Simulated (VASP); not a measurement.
# LiRe3 (Fm-3m) in VASP: settings compared

The runs below take LiRe3 through single point, with PBEsol, BLYP.

Everything below comes from runs of VASP 6.6.1. Logs are shortened: lines on timing, memory, paths and dates and some standing lists are left out, and cuts for length are marked.

## 1. The cell of the first run

Symmetry: Fm-3m, No. 225, cubic system. The conventional cell has a = 6.106 Å, b = 6.106 Å, c = 6.106 Å, α = 90.00°, β = 90.00°, γ = 90.00°. Within 3.5 Å of Li (site symmetry m-3m) lie 14 Re at 2.64 to 3.05 Å. Within 3.5 Å of Re (site symmetry -43m) lie 4 Li at 2.64 Å and 10 Re at 2.64 to 3.05 Å. Within 3.5 Å of Re (site symmetry m-3m) lie 8 Re at 2.64 Å and 6 Li at 3.05 Å.

## 2. Single point, PBEsol

File INCAR:

```
SYSTEM = LiRe3
PREC = Accurate
ENCUT = 520
EDIFF = 1E-6
ISMEAR = 1
SIGMA = 0.1
LREAL = .False.
LASPH = .True.
NELM = 60
ALGO = Normal
ISIF = 2
LWAVE = .False.
LCHARG = .False.
GGA = PS
NBANDS = 20
```

File KPOINTS:

```
Automatic mesh
0
Gamma
  7 7 7
  0 0 0
```

File POSCAR:

```
LiRe3
1.0
    4.3174260000      0.0000000000      0.0000000000
    2.1587130000      3.7390005950      0.0000000000
    2.1587130000      1.2463335317      3.5251635674
Li Re
1 3
Direct
    0.0000000000      0.0000000000      0.0000000000
    0.7500000000      0.7500000000      0.7500000000
    0.2500000000      0.2500000000      0.2500000000
    0.5000000000      0.5000000000      0.5000000000
```

Potentials or basis: VASP PAW PBE potentials, release 64 (Li_sv, Re).

The run is started by

```
> cat potpaw_PBE.64/Li_sv/POTCAR potpaw_PBE.64/Re/POTCAR > POTCAR
> mpirun -np 1 vasp_std > vasp.out
```

OUTCAR:

```text
SYSTEM = LiRe3
   PREC = Accurate
   ENCUT = 520
   EDIFF = 1E-6
   ISMEAR = 1
   LREAL = .False.
   LASPH = .True.
   NELM = 60
   ISIF = 2
   GGA = PS

 ion  position               nearest neighbor table
   1  0.000  0.000  0.000-   2 2.64   3 2.64   2 2.64   3 2.64   2 2.64   3 2.64   3 2.64   2 2.64

   2  0.750  0.750  0.750-   4 2.64   1 2.64   4 2.64   1 2.64   1 2.64   4 2.64   1 2.64   4 2.64
                             3 3.05   3 3.05   3 3.05   3 3.05   3 3.05   3 3.05
   3  0.250  0.250  0.250-   1 2.64   4 2.64   1 2.64   4 2.64   1 2.64   4 2.64   4 2.64   1 2.64
                             2 3.05   2 3.05   2 3.05   2 3.05   2 3.05   2 3.05
   4  0.500  0.500  0.500-   3 2.64   2 2.64   3 2.64   2 2.64   2 2.64   3 2.64   2 2.64   3 2.64

  LATTYP: Found a face centered cubic cell.
 ALAT       =     6.1057624038

  Lattice vectors:

 A1 = (   4.3174260000,   0.0000000000,   0.0000000000)
 A2 = (   2.1587130000,   3.7390005950,   0.0000000000)
 A3 = (   2.1587130000,   1.2463335317,   3.5251635674)

Analysis of symmetry for initial positions (statically):
=====================================================================
 Subroutine PRICEL returns:
 Original cell was already a primitive cell.

 Routine SETGRP: Setting up the symmetry group for a
 face centered cubic supercell.

 Subroutine GETGRP returns: Found 48 space group operations
 (whereof 48 operations were pure point group operations)
 out of a pool of 48 trial point group operations.

The static configuration has the point symmetry O_h .

Analysis of symmetry for dynamics (positions and initial velocities):
=====================================================================
 Subroutine PRICEL returns:
 Original cell was already a primitive cell.

 Routine SETGRP: Setting up the symmetry group for a
 face centered cubic supercell.

 Subroutine GETGRP returns: Found 48 space group operations
 (whereof 48 operations were pure point group operations)
 out of a pool of 48 trial point group operations.

The dynamic configuration has the point symmetry O_h .

 Subroutine INISYM returns: Found 48 space group operations
 (whereof 48 operations are pure point group operations),
 and found     1 'primitive' translations

----------------------------------------------------------------------------------------

                                     Primitive cell

  volume of cell :      56.9062

  direct lattice vectors                    reciprocal lattice vectors
     4.317426000  0.000000000  0.000000000     0.231619488 -0.133725574 -0.094558260
     2.158713000  3.739000595  0.000000000     0.000000000  0.267451148 -0.094558260
     2.158713000  1.246333532  3.525163567     0.000000000  0.000000000  0.283674780

  length of vectors
     4.317426000  4.317426000  4.317426000     0.283674780  0.283674780  0.283674780

  position of ions in fractional coordinates (direct lattice)
     0.000000000  0.000000000  0.000000000
     0.750000000  0.750000000  0.750000000
     0.250000000  0.250000000  0.250000000
     0.500000000  0.500000000  0.500000000

  ion indices of the primitive-cell ions
   primitive index   ion index
                 1           1
                 2           2
                 3           3
                 4           4

----------------------------------------------------------------------------------------

 KPOINTS: Automatic mesh

Automatic generation of k-mesh.
 Grid dimensions read from file:
 generate k-points for:    7    7    7

 Generating k-lattice:

  Cartesian coordinates                     Fractional coordinates (reciprocal lattice)
     0.033088498 -0.019103653 -0.013508323     0.142857143 -0.000000000 -0.000000000
     0.000000000  0.038207307 -0.013508323     0.000000000  0.142857143  0.000000000
     0.000000000  0.000000000  0.040524969     0.000000000  0.000000000  0.142857143

  Length of vectors
     0.040524969  0.040524969  0.040524969

  Shift w.r.t. Gamma in fractional coordinates (k-lattice)
     0.000000000  0.000000000  0.000000000

 Subroutine IBZKPT returns following result:
 ===========================================

 Found     20 irreducible k-points:

 Following reciprocal coordinates:
            Coordinates               Weight
  0.000000  0.000000  0.000000      1.000000
  0.142857 -0.000000  0.000000      8.000000
  0.285714 -0.000000 -0.000000      8.000000
  0.428571 -0.000000 -0.000000      8.000000
  0.142857  0.142857  0.000000      6.000000
  0.285714  0.142857  0.000000     24.000000
[... 12 lines left out ...]
 -0.428571  0.428571  0.142857     24.000000
 -0.285714  0.428571  0.142857     24.000000
   k-points           NKPTS =     20   k-points in BZ     NKDIM =     20   number of bands    NBANDS=     20
   number of dos      NEDOS =    301   number of ions     NIONS =      4
   total plane-waves  NPLWV =  32768
   dimension x,y,z NGX =    32 NGY =   32 NGZ =   32
   dimension x,y,z NGXF=    64 NGYF=   64 NGZF=   64
   ions per type =               1   3
   NGX,Y,Z   is equivalent  to a cutoff of  12.32, 12.32, 12.32 a.u.
   NGXF,Y,Z  is equivalent  to a cutoff of  24.64, 24.64, 24.64 a.u.
 SYSTEM =  LiRe3
   PREC   = accura    normal or accurate (medium, high low for compatibility)
   ISTART =      0    job   : 0-new  1-cont  2-samecut
   ICHARG =      2    charge: 1-file 2-atom 10-const
   ISPIN  =      1    spin polarized calculation?
   LNONCOLLINEAR =      F non collinear calculations
   LSORBIT =      F    spin-orbit coupling
   LASPH  =      T    aspherical Exc in radial PAW
   ENCUT  =  520.0 eV  38.22 Ry    6.18 a.u.   8.03  8.03  8.03*2*pi/ulx,y,z
   NELM   =     60;   NELMIN=  2; NELMDL= -5     # of ELM steps
   EDIFF  = 0.1E-05   stopping-criterion for ELM
   LREAL  =      F    real-space projection
   EDIFFG = 0.1E-04   stopping-criterion for IOM
   NSW    =      0    number of steps for IOM
   IBRION =     -1    ionic relax: 0-MD 1-quasi-New 2-CG
   NFREE  =      0    steps in history (QN), initial steepest desc. (CG)
   ISIF   =      2    stress and relaxation
   ISYM   =      2    0-nonsym 1-usesym 2-fastsym
   POTIM  = 0.5000    time-step for ionic-motion
   TEBEG  =    0.0;   TEEND  =   0.0 temperature during run
   PSTRESS=    0.0 pullay stress
   NELECT =      24.0000    total number of electrons
   NUPDOWN=      -1.0000    fix difference up-down
   EMIN   =  10.00;   EMAX   =-10.00  energy-range for DOS
   EFERMI =   0.00;   METHOD = LEGACY
   ISMEAR =     1;   SIGMA  =   0.10  broadening in eV -4-tet -1-fermi 0-gaus
   EFERMI_NEDOS =   21; number of points for ismear=-14 and -15
   IALGO  =     38    algorithm
   IMIX   =      4    mixing-type and parameters
     AMIX     =   0.40;   BMIX     =  1.00
     AMIX_MAG =   1.60;   BMIX_MAG =  1.00
  volume/ion in A,a.u.               =      14.23        96.01
  Fermi-wavevector in a.u.,A,eV,Ry     =   1.227699  2.320015 20.507321  1.507246
  Thomas-Fermi vector in A             =   2.362653
   LORBIT       =      0    0 simple, 1 ext, 2 COOP (PROOUT), +10 PAW based schemes
   GGA     = PS    functional components
   LHFCALC =     F    Hartree Fock is set to
   AEXX    =    0.0000 exact exchange contribution
   IVDW    =     0    specifies the selected vdW correction
   LEPSILON=     F    determine dielectric tensor
   LRPA    =     F    only Hartree local field effects (RPA)
 non-spin polarized calculation
 Methfessel and Paxton  Order N= 1 SIGMA  =   0.10
  energy-cutoff  :      520.00
  volume of cell :       56.91
 maximum number of plane-waves:      1548
   NGX = 17   NGY = 17   NGZ = 17

 number of electron      23.9999990 magnetization

 Free energy of the ion-electron system (eV)
  ---------------------------------------------------
  ext. energy  EPLUGINS =         0.00000000
  ---------------------------------------------------
  free energy    TOTEN  =       -41.00594641 eV

  energy without entropy =      -41.00448065  energy(sigma->0) =      -41.00545782

 E-fermi :   6.4235     XC(G=0): -12.7158

 val. band max:        6.4216500880   @ k =   0.4286   0.1429  -0.0000
 cond. band min:       6.4280667422   @ k =  -0.4286   0.2857   0.0000
 fundamental gap:      0.0064166542
 Fermi energy:         6.4234536424

 k-point     1 :       0.0000    0.0000    0.0000
  band No.  band energies     occupation
      1     -37.6925      2.00000
      2      -2.3970      2.00000
      3       1.3484      2.00000
      4       1.3484      2.00000
      5       2.8277      2.00000
      6       2.8277      2.00000
[... 12 lines left out ...]
     19      14.3147      0.00000
     20      14.3197      0.00000

 k-point     2 :       0.1429   -0.0000    0.0000
  band No.  band energies     occupation
      1     -37.6924      2.00000
      2      -2.0860      2.00000
      3       1.4702      2.00000
      4       1.4702      2.00000
      5       2.5653      2.00000
      6       2.9049      2.00000
[... 12 lines left out ...]
     19      14.5076      0.00000
     20      14.5149      0.00000

 k-point     3 :       0.2857   -0.0000   -0.0000
  band No.  band energies     occupation
      1     -37.6919      2.00000
      2      -1.2276      2.00000
      3       1.8235      2.00000
      4       1.8235      2.00000
      5       2.3849      2.00000
      6       2.9102      2.00000
[... 12 lines left out ...]
     19      14.8997      0.00000
     20      14.9816      0.00000

 k-point     4 :       0.4286   -0.0000   -0.0000
  band No.  band energies     occupation
      1     -37.6915      2.00000
      2      -0.1700      2.00000
      3       2.2429      2.00000
      4       2.2429      2.00000
      5       2.2950      2.00000
      6       2.5658      2.00000
[... 337 lines left out ...]
 k-point    19 :      -0.4286    0.4286    0.1429
  band No.  band energies     occupation
      1     -37.6913      2.00000
      2       0.6013      2.00000
      3       1.0804      2.00000
      4       1.4085      2.00000
      5       2.3224      2.00000
      6       3.0419      2.00000
[... 12 lines left out ...]
     19      10.1965      0.00000
     20      10.3190      0.00000

 k-point    20 :      -0.2857    0.4286    0.1429
  band No.  band energies     occupation
      1     -37.6913      2.00000
      2       0.8270      2.00000
      3       1.0925      2.00000
      4       1.6359      2.00000
      5       1.9775      2.00000
      6       2.9996      2.00000
[... 12 lines left out ...]
     19      10.2761      0.00000
     20      10.3600      0.00000

------------------------ aborting loop because EDIFF is reached ----------------------------------------

  FORCE on cell =-STRESS in cart. coord.  units (eV):
  Direction    XX          YY          ZZ          XY          YZ          ZX
  --------------------------------------------------------------------------------------
  -------------------------------------------------------------------------------------
  Total       -3.6535314     -3.6535314     -3.6535314     -0.0000000     -0.0000000     -0.0000000
  in kB     -102.8640734   -102.8640734   -102.8640734     -0.0000000     -0.0000000     -0.0000000
  external PRESSURE =    -102.8640734 kB  Pullay stress =       0.0000000 kB

 VOLUME and BASIS-vectors are now :
 -----------------------------------------------------------------------------
  energy-cutoff  :      520.00
  volume of cell :       56.91
      direct lattice vectors                 reciprocal lattice vectors
     4.317426000  0.000000000  0.000000000     0.231619488 -0.133725574 -0.094558260
     2.158713000  3.739000595  0.000000000     0.000000000  0.267451148 -0.094558260
     2.158713000  1.246333532  3.525163567     0.000000000  0.000000000  0.283674780

 POSITION                                       TOTAL-FORCE (eV/Angst)
 -----------------------------------------------------------------------------------
      0.00000      0.00000      0.00000        -0.000000     -0.000000      0.000000
      6.47614      3.73900      2.64387        -0.000000      0.000000     -0.000000
      2.15871      1.24633      0.88129         0.000000     -0.000000      0.000000
      4.31743      2.49267      1.76258        -0.000000     -0.000000      0.000000
 -----------------------------------------------------------------------------------
    total drift:                                0.000000      0.000000     -0.000000

  FREE ENERGIE OF THE ION-ELECTRON SYSTEM (eV)
  ---------------------------------------------------
  free  energy   TOTEN  =       -41.0059464125 eV

  energy  without entropy=      -41.0044806468  energy(sigma->0) =      -41.00545782
```

Run time: 14 s. Hardware: 1 thread of Intel Xeon 6975P-C (Granite Rapids), shared host; peak memory 0.17 GiB.

What came out:

```
Free energy            : -41.0059 eV
Band gap on the k mesh : zero (band 12 reaches 8.20 eV, above the bottom of band 13 at 5.71 eV)
```

Caveat: the cutoff is under 1.25 times the usual one of these potentials, so pressure, stress and relaxed cells hold a basis-set (Pulay) error; the PAW data sets were made with another functional, which shifts forces and pressure a little; spin-orbit coupling is left out, which moves the levels of the heavy elements.

## 3. Single point, BLYP

File INCAR:

```
SYSTEM = LiRe3
AGGAC    = 1.0          
AGGAX    = 1.0          
ALDAC    = 0.0          
ALDAX    = 1.0          
ALGO     = Normal         ! electronic algorithm
EDIFF    = 1E-6           ! SCF threshold, eV
ENCUT    = 520            ! plane-wave cutoff, eV
GGA      = B5             ! functional
ISIF     = 2              ! what is computed and relaxed
ISMEAR   = 1              ! smearing method
LASPH    = .True.         ! aspherical terms in the spheres
LCHARG   = .False.        ! write CHGCAR
LREAL    = .False.        ! projectors in reciprocal space
LWAVE    = .False.        ! write WAVECAR
NBANDS   = 20             ! bands
NELM     = 80             ! most SCF steps
PREC     = Accurate       ! precision mode
SIGMA    = 0.1            ! smearing width, eV
```

File KPOINTS:

```
k-points
0
Gamma
  7 7 7
  0 0 0
```

POSCAR is that of step 2.

Potentials or basis: VASP PAW PBE potentials, release 64 (Li_sv, Re).

The run is started by

```
> cat potpaw_PBE.64/Li_sv/POTCAR potpaw_PBE.64/Re/POTCAR > POTCAR
> mpirun -np 1 vasp_std > vasp.out
```

OUTCAR:

```text
SYSTEM = LiRe3
   EDIFF = 1E-6
   ENCUT = 520
   GGA = B5
   ISIF = 2
   ISMEAR = 1
   LASPH = .True.
   LREAL = .False.
   NELM = 80
   PREC = Accurate

 ion  position               nearest neighbor table
   1  0.000  0.000  0.000-   2 2.64   3 2.64   2 2.64   3 2.64   2 2.64   3 2.64   3 2.64   2 2.64

   2  0.750  0.750  0.750-   4 2.64   1 2.64   4 2.64   1 2.64   1 2.64   4 2.64   1 2.64   4 2.64
                             3 3.05   3 3.05   3 3.05   3 3.05   3 3.05   3 3.05
   3  0.250  0.250  0.250-   1 2.64   4 2.64   1 2.64   4 2.64   1 2.64   4 2.64   4 2.64   1 2.64
                             2 3.05   2 3.05   2 3.05   2 3.05   2 3.05   2 3.05
   4  0.500  0.500  0.500-   3 2.64   2 2.64   3 2.64   2 2.64   2 2.64   3 2.64   2 2.64   3 2.64

  LATTYP: Found a face centered cubic cell.
 ALAT       =     6.1057624038

  Lattice vectors:

 A1 = (   4.3174260000,   0.0000000000,   0.0000000000)
 A2 = (   2.1587130000,   3.7390005950,   0.0000000000)
 A3 = (   2.1587130000,   1.2463335317,   3.5251635674)

Analysis of symmetry for initial positions (statically):
=====================================================================
 Subroutine PRICEL returns:
[... 169 lines left out ...]

 E-fermi :   7.1838     XC(G=0): -11.9651

 val. band max:        7.1811680555   @ k =  -0.4286   0.2857   0.0000
 cond. band min:       7.1952029364   @ k =  -0.2857   0.4286   0.1429
 fundamental gap:      0.0140348809
 Fermi energy:         7.1837725411

 k-point     1 :       0.0000    0.0000    0.0000
  band No.  band energies     occupation
      1     -38.7231      2.00000
      2      -1.4896      2.00000
      3       2.1305      2.00000
      4       2.1305      2.00000
      5       3.6208      2.00000
      6       3.6208      2.00000
[... 449 lines left out ...]
     19      11.0786      0.00000
     20      11.0903      0.00000

------------------------ aborting loop because EDIFF is reached ----------------------------------------

  FORCE on cell =-STRESS in cart. coord.  units (eV):
  Direction    XX          YY          ZZ          XY          YZ          ZX
  --------------------------------------------------------------------------------------
  -------------------------------------------------------------------------------------
  Total        2.8048407      2.8048407      2.8048407     -0.0000000      0.0000000     -0.0000000
  in kB       78.9694426     78.9694426     78.9694426     -0.0000000      0.0000000     -0.0000000
  external PRESSURE =      78.9694426 kB  Pullay stress =       0.0000000 kB

 VOLUME and BASIS-vectors are now :
 -----------------------------------------------------------------------------
  energy-cutoff  :      520.00
  volume of cell :       56.91
      direct lattice vectors                 reciprocal lattice vectors
     4.317426000  0.000000000  0.000000000     0.231619488 -0.133725574 -0.094558260
     2.158713000  3.739000595  0.000000000     0.000000000  0.267451148 -0.094558260
     2.158713000  1.246333532  3.525163567     0.000000000  0.000000000  0.283674780

 POSITION                                       TOTAL-FORCE (eV/Angst)
 -----------------------------------------------------------------------------------
      0.00000      0.00000      0.00000        -0.000000     -0.000000      0.000000
      6.47614      3.73900      2.64387         0.000000     -0.000000     -0.000000
      2.15871      1.24633      0.88129        -0.000000      0.000000     -0.000000
      4.31743      2.49267      1.76258        -0.000000     -0.000000      0.000000
 -----------------------------------------------------------------------------------
    total drift:                                0.000000      0.000000     -0.000000

  FREE ENERGIE OF THE ION-ELECTRON SYSTEM (eV)
  ---------------------------------------------------
  free  energy   TOTEN  =       -33.5582265964 eV

  energy  without entropy=      -33.5527545083  energy(sigma->0) =      -33.55640257
```

Wall time 23 s (1 thread of Intel Xeon 6975P-C (Granite Rapids), shared host); peak memory 0.18 GiB.

What came out:

```yaml
Free_energy: -33.5582 eV
Band_gap_on_the_k_mesh: zero (band 12 reaches 8.93 eV, above the bottom of band 13 at 6.47 eV)
```

Caveat: the cutoff is under 1.25 times the usual one of these potentials, so pressure, stress and relaxed cells hold a basis-set (Pulay) error; the PAW data sets were made with another functional, which shifts forces and pressure a little; spin-orbit coupling is left out, which moves the levels of the heavy elements.
